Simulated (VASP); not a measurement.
# V (P6_3/mmc) in VASP: notebook

V is run at these levels: PBE; tasks: single point, relaxation of cell and atoms.

Everything below comes from runs of VASP 6.6.1. Logs are shortened: lines on timing, memory, paths and dates and some standing lists are left out, and cuts for length are marked.

## Step 1: The cell of the first run

Symmetry: P6_3/mmc, No. 194, hexagonal system. The conventional cell has a = 2.610 Å, b = 2.610 Å, c = 4.689 Å, α = 90.00°, β = 90.00°, γ = 120.00°. Within 3.4 Å of V (site symmetry -6m2) lie 12 V at 2.61 to 2.79 Å.

## Step 2: Single point, PBE

The input, INCAR:

```
SYSTEM = V
  PREC = Accurate
  ENCUT = 520
  EDIFF = 1E-6
  ISMEAR = 0
  SIGMA = 0.1
  LREAL = .False.
  LASPH = .True.
  NELM = 60
  ALGO = Normal
  ISIF = 2
  LWAVE = .False.
  LCHARG = .False.
  GGA = PE
  NBANDS = 20
```

The input, KPOINTS:

```
regular mesh
0
Gamma
  18 18 10
  0 0 0
```

The input, POSCAR:

```
V
1.0
    2.6104537861      0.0000000000      0.0000000000
   -1.3052268930      2.2607192941      0.0000000000
    0.0000000000      0.0000000000      4.6889139310
V
2
Direct
    0.6666666667      0.3333333333      0.7500000000
    0.3333333333      0.6666666667      0.2500000000
```

Potentials or basis: VASP PAW PBE potentials, release 64 (V_sv).

Command:

```sh
$ cat potpaw_PBE.64/V_sv/POTCAR > POTCAR
$ mpirun -np 1 vasp_std > vasp.out
```

OUTCAR:

```text
SYSTEM = V
   PREC = Accurate
   ENCUT = 520
   EDIFF = 1E-6
   ISMEAR = 0
   LREAL = .False.
   LASPH = .True.
   NELM = 60
   ISIF = 2
   GGA = PE

 ion  position               nearest neighbor table
   1  0.667  0.333  0.750-   2 2.79   2 2.79   2 2.79   2 2.79   2 2.79   2 2.79
   2  0.333  0.667  0.250-   1 2.79   1 2.79   1 2.79   1 2.79   1 2.79   1 2.79

  LATTYP: Found a hexagonal cell.
 ALAT       =     2.6104537861
 C/A-ratio  =     1.7962064511

  Lattice vectors:

 A1 = (   2.6104537861,   0.0000000000,   0.0000000000)
 A2 = (  -1.3052268930,   2.2607192941,   0.0000000000)
 A3 = (   0.0000000000,   0.0000000000,   4.6889139310)

Analysis of symmetry for initial positions (statically):
=====================================================================
 Subroutine PRICEL returns:
 Original cell was already a primitive cell.

 Routine SETGRP: Setting up the symmetry group for a
 hexagonal supercell.

 Subroutine GETGRP returns: Found 24 space group operations
 (whereof 12 operations were pure point group operations)
 out of a pool of 24 trial point group operations.

The static configuration has the point symmetry D_3d.
 The point group associated with its full space group is D_6h.

Analysis of symmetry for dynamics (positions and initial velocities):
=====================================================================
 Subroutine PRICEL returns:
 Original cell was already a primitive cell.

 Routine SETGRP: Setting up the symmetry group for a
 hexagonal supercell.

 Subroutine GETGRP returns: Found 24 space group operations
 (whereof 12 operations were pure point group operations)
 out of a pool of 24 trial point group operations.

The dynamic configuration has the point symmetry D_3d.
 The point group associated with its full space group is D_6h.

 Subroutine INISYM returns: Found 24 space group operations
 (whereof 12 operations are pure point group operations),
 and found     1 'primitive' translations

----------------------------------------------------------------------------------------

                                     Primitive cell

  volume of cell :      27.6716

  direct lattice vectors                    reciprocal lattice vectors
     2.610453786  0.000000000  0.000000000     0.383075159  0.221168546  0.000000000
    -1.305226893  2.260719294  0.000000000     0.000000000  0.442337093  0.000000000
[... 77 lines left out ...]
   ISTART =      0    job   : 0-new  1-cont  2-samecut
   ICHARG =      2    charge: 1-file 2-atom 10-const
   ISPIN  =      1    spin polarized calculation?
   LNONCOLLINEAR =      F non collinear calculations
   LSORBIT =      F    spin-orbit coupling
   LASPH  =      T    aspherical Exc in radial PAW
   ENCUT  =  520.0 eV  38.22 Ry    6.18 a.u.   4.85  4.85  8.72*2*pi/ulx,y,z
   NELM   =     60;   NELMIN=  2; NELMDL= -5     # of ELM steps
   EDIFF  = 0.1E-05   stopping-criterion for ELM
   LREAL  =      F    real-space projection
   EDIFFG = 0.1E-04   stopping-criterion for IOM
   NSW    =      0    number of steps for IOM
   IBRION =     -1    ionic relax: 0-MD 1-quasi-New 2-CG
   NFREE  =      0    steps in history (QN), initial steepest desc. (CG)
   ISIF   =      2    stress and relaxation
   ISYM   =      2    0-nonsym 1-usesym 2-fastsym
   POTIM  = 0.5000    time-step for ionic-motion
   TEBEG  =    0.0;   TEEND  =   0.0 temperature during run
   PSTRESS=    0.0 pullay stress
   NELECT =      26.0000    total number of electrons
   NUPDOWN=      -1.0000    fix difference up-down
   EMIN   =  10.00;   EMAX   =-10.00  energy-range for DOS
   EFERMI =   0.00;   METHOD = LEGACY
   ISMEAR =     0;   SIGMA  =   0.10  broadening in eV -4-tet -1-fermi 0-gaus
   EFERMI_NEDOS =   21; number of points for ismear=-14 and -15
   IALGO  =     38    algorithm
   IMIX   =      4    mixing-type and parameters
     AMIX     =   0.40;   BMIX     =  1.00
     AMIX_MAG =   1.60;   BMIX_MAG =  1.00
  volume/ion in A,a.u.               =      13.84        93.37
  Fermi-wavevector in a.u.,A,eV,Ry     =   1.603446  3.030073 34.981106  2.571039
  Thomas-Fermi vector in A             =   2.700107
   LORBIT       =      0    0 simple, 1 ext, 2 COOP (PROOUT), +10 PAW based schemes
   GGA     = PE    functional components
   LHFCALC =     F    Hartree Fock is set to
   AEXX    =    0.0000 exact exchange contribution
   IVDW    =     0    specifies the selected vdW correction
   LEPSILON=     F    determine dielectric tensor
   LRPA    =     F    only Hartree local field effects (RPA)
 non-spin polarized calculation
 Gauss-broadening in eV      SIGMA  =   0.10
  energy-cutoff  :      520.00
  volume of cell :       27.67
 maximum number of plane-waves:       762
 NGX is ok and might be reduce to    20
   NGX =  9   NGY =  9   NGZ = 17

 number of electron      26.0000013 magnetization

 Free energy of the ion-electron system (eV)
  ---------------------------------------------------
  ext. energy  EPLUGINS =         0.00000000
  ---------------------------------------------------
  free energy    TOTEN  =       -17.48734606 eV

  energy without entropy =      -17.47008750  energy(sigma->0) =      -17.47871678

 E-fermi :   9.7338     XC(G=0): -12.7437

 val. band max:        9.7312774901   @ k =   0.2778   0.1111   0.0000
 cond. band min:       9.7338682927   @ k =   0.2222   0.1667   0.1000
 fundamental gap:      0.0025908025
 Fermi energy:         9.7337698668

 k-point     1 :       0.0000    0.0000    0.0000
  band No.  band energies     occupation
      1     -54.2980      2.00000
      2     -54.1854      2.00000
      3     -28.4035      2.00000
      4     -27.7490      2.00000
      5     -27.6399      2.00000
      6     -27.6399      2.00000
[... 541 lines left out ...]
     19      14.3313      0.00000
     20      16.9075      0.00000

 [... further k-points ...]
[... 5 lines left out ...]
  --------------------------------------------------------------------------------------
  -------------------------------------------------------------------------------------
  Total        0.0369399      0.0369399      0.0317789      0.0000000      0.0000000     -0.0000000
  in kB        2.1388064      2.1388064      1.8399846      0.0000000      0.0000000     -0.0000000
  external PRESSURE =       2.0391991 kB  Pullay stress =       0.0000000 kB

 VOLUME and BASIS-vectors are now :
 -----------------------------------------------------------------------------
  energy-cutoff  :      520.00
  volume of cell :       27.67
      direct lattice vectors                 reciprocal lattice vectors
     2.610453786  0.000000000  0.000000000     0.383075159  0.221168546  0.000000000
    -1.305226893  2.260719294  0.000000000     0.000000000  0.442337093  0.000000000
     0.000000000  0.000000000  4.688913931     0.000000000  0.000000000  0.213269003

 POSITION                                       TOTAL-FORCE (eV/Angst)
 -----------------------------------------------------------------------------------
      1.30523      0.75357      3.51669         0.000000      0.000000      0.000000
     -0.00000      1.50715      1.17223        -0.000000      0.000000      0.000000
 -----------------------------------------------------------------------------------
    total drift:                                0.000000     -0.000000      0.000000

  FREE ENERGIE OF THE ION-ELECTRON SYSTEM (eV)
  ---------------------------------------------------
  free  energy   TOTEN  =       -17.4873460550 eV

  energy  without entropy=      -17.4700875035  energy(sigma->0) =      -17.47871678
```

OSZICAR:

```text
N       E                     dE             d eps       ncg     rms          rms(c)
DAV:   1     0.325547690557E+03    0.32555E+03   -0.16565E+04  8888   0.153E+03
DAV:   2    -0.105270967525E+02   -0.33607E+03   -0.33030E+03  9216   0.493E+02
DAV:   3    -0.199595595738E+02   -0.94325E+01   -0.92350E+01  9740   0.981E+01
DAV:   4    -0.200554285815E+02   -0.95869E-01   -0.95651E-01  9008   0.101E+01
DAV:   5    -0.200566124201E+02   -0.11838E-02   -0.11838E-02  9392   0.112E+00    0.246E+01
DAV:   6    -0.175446750052E+02    0.25119E+01   -0.10960E+01  8960   0.336E+01    0.252E+00
DAV:   7    -0.175050250512E+02    0.39650E-01   -0.98453E-02  9188   0.299E+00    0.125E+00
DAV:   8    -0.174873239149E+02    0.17701E-01   -0.14081E-02  9052   0.134E+00    0.134E-01
DAV:   9    -0.174873328008E+02   -0.88859E-05   -0.52374E-04  9172   0.256E-01    0.474E-02
DAV:  10    -0.174873500224E+02   -0.17222E-04   -0.45075E-05 10756   0.703E-02    0.153E-02
DAV:  11    -0.174873470711E+02    0.29513E-05   -0.26181E-06  7028   0.167E-02    0.238E-03
DAV:  12    -0.174873459723E+02    0.10988E-05   -0.22079E-07  4476   0.555E-03    0.471E-04
DAV:  13    -0.174873460550E+02   -0.82704E-07   -0.25476E-08  4460   0.222E-03
   1 F= -.17487346E+02 E0= -.17478717E+02  d E =-.172586E-01
```

stdout:

```text
POSCAR found type information on POSCAR V
 POSCAR found :  1 types and       2 ions
 scaLAPACK will be used
 LDA part: xc-table for (Slater+PW92), standard interpolation
 POSCAR, INCAR and KPOINTS ok, starting setup
 FFT: planning ... GRIDC
 FFT: planning ... GRID_SOFT
 FFT: planning ... GRID
 WAVECAR not read
 entering main loop
```

It took 62 s on 1 thread of Intel Xeon 6975P-C, shared host; peak memory 0.21 GiB.

What came out:

```
Free energy            : -17.4873 eV
Pressure               : 0.2 GPa
Band gap on the k mesh : zero (band 13 reaches 11.34 eV, above the bottom of band 14 at 9.13 eV)
```

## Step 3: Relaxation of cell and atoms, PBE

This run uses another cell than the first one, of 13.87 Å³/atom, 1.003 times its volume.

The input, INCAR:

```
SYSTEM = V
ALGO     = Fast           ! electronic algorithm
EDIFF    = 1E-6           ! SCF threshold, eV
EDIFFG   = -0.005         ! ionic threshold
ENCUT    = 600            ! plane-wave cutoff, eV
GGA      = PE             ! functional
IBRION   = 2              ! ionic algorithm
ISIF     = 3              ! what is computed and relaxed
ISMEAR   = 0              ! smearing method
LASPH    = .True.         ! aspherical terms in the spheres
LCHARG   = .False.        ! write CHGCAR
LREAL    = .False.        ! projectors in reciprocal space
LWAVE    = .False.        ! write WAVECAR
NELM     = 100            ! most SCF steps
NSW      = 100            ! ionic steps
PREC     = Accurate       ! precision mode
SIGMA    = 0.1            ! smearing width, eV
```

The input, KPOINTS:

```
k-points
0
Gamma
  18 18 10
  0 0 0
```

The input, POSCAR:

```
V
1.0
    2.6042941027      0.0000000000      0.0000000000
   -1.3021470513      2.2553848518      0.0000000000
    0.0000000000      0.0000000000      4.7233360000
V
2
Direct
    0.6666666700      0.3333333300      0.7500000000
    0.3333333300      0.6666666700      0.2500000000
```

Potentials or basis: VASP PAW PBE potentials, release 64 (V_sv).

Command:

```sh
$ cat potpaw_PBE.64/V_sv/POTCAR > POTCAR
$ mpirun -np 1 vasp_std > vasp.out
```

Run time: 6.1 min. Hardware: 1 thread of Intel Xeon 6975P-C, shared host; peak memory 0.25 GiB.

The run converged. Its results:

| Item | Value |
| --- | --- |
| Free energy | -17.4873 eV |
| Relaxed volume | 13.85 Å³/atom |
| Relaxed cell | a = 2.611 Å, b = 2.611 Å, c = 4.689 Å, α = 90.00°, β = 90.00°, γ = 120.00° |
| Space group after relaxing (to 0.05 Å) | P6_3/mmc (No. 194) |
| Energy gained by relaxing | 0.5 meV/atom |
| Ionic steps | 10 |
| Pressure after relaxing | 0.0 GPa |
| Band gap on the k mesh | zero (band 13 reaches 11.33 eV, above the bottom of band 14 at 9.12 eV) |

Step by step:
```csv
step,energy change (eV),largest force (eV/Å),pressure (GPa),volume (Å³)
1,0.0000,0.0000,-0.19,27.74
2,-0.0010,0.0000,0.18,27.68
3,-0.0011,0.0000,0.23,27.67
4,-0.0010,0.0000,0.19,27.65
5,-0.0011,0.0000,0.14,27.66
6,-0.0011,0.0000,0.20,27.66
7,-0.0011,0.0000,0.26,27.66
8,-0.0010,0.0000,-0.38,27.74
9,-0.0011,0.0000,-0.04,27.70
10,-0.0011,0.0000,-0.01,27.69
```

Final structure:
```xyz
2
Lattice="2.6114 0.0000 0.0000 -1.3057 2.2616 0.0000 0.0000 0.0000 4.6888" Properties=species:S:1:pos:R:3 pbc="T T T"
V     1.3057    0.7539    3.5166
V     0.0000    1.5077    1.1722
```

Levels at points of the mesh, in eV from the Fermi level:
```tsv
k point	band 11	band 12	band 13	band 14	band 15	band 16
(0.00, 0.00, 0.00)	-0.52	-0.15	0.31	0.31	0.64	0.64
(0.50, 0.00, 0.00)	-2.70	-0.32	-0.24	0.32	0.56	2.97
(0.00, 0.00, 0.50)	-0.99	-0.99	0.35	0.35	0.35	0.35
(0.50, 0.00, 0.50)	-1.78	-1.78	1.60	1.60	1.62	1.62
```
